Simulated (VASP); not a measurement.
Input of a VASP 6.6.1 run:

The input INCAR:

```
PREC = Accurate
ENCUT = 520
EDIFF = 1E-6
ISMEAR = 0
SIGMA = 0.1
LREAL = False
LASPH = True
NELM = 60
ALGO = Normal
ISIF = 2
LWAVE = False
LCHARG = False
GGA = PS
NBANDS = 17
```

The input KPOINTS:

```
Automatic mesh
0
Gamma
  4 4 2
```

POSCAR

```
Ca
1.0
    1.9878187586     -3.4190848339     -0.0145372383
    1.9343703722      3.3880549926      0.0336219715
    0.0315086931      0.0461602981      6.4572989861
Ca
2
Direct
    0.8297857549      0.1571558904      0.2517191276
    0.1718631564      0.8350194344      0.7524883686
```

Potentials or basis: VASP PAW PBE potentials, release 64 (Ca_sv).

Command:

```console
$ cat potpaw_PBE.64/Ca_sv/POTCAR > POTCAR
$ mpirun -np 1 vasp_std > vasp.out
```

Predict the largest force.

0.008 eV/Å.

What does it give for the band gap on the k mesh?

Zero (band 10 reaches 2.12 eV, above the bottom of band 11 at 1.61 eV).

Estimate the pressure.

-0.8 GPa.

Stress tensor (GPa, compression positive):
```
-1.47  0.21 -0.08
 0.21 -1.50 -0.12
-0.08 -0.12  0.47
```

Caveat: the k points lie up to 0.49 Å⁻¹ apart; the PAW data sets were made with another functional, which shifts forces and pressure a little.
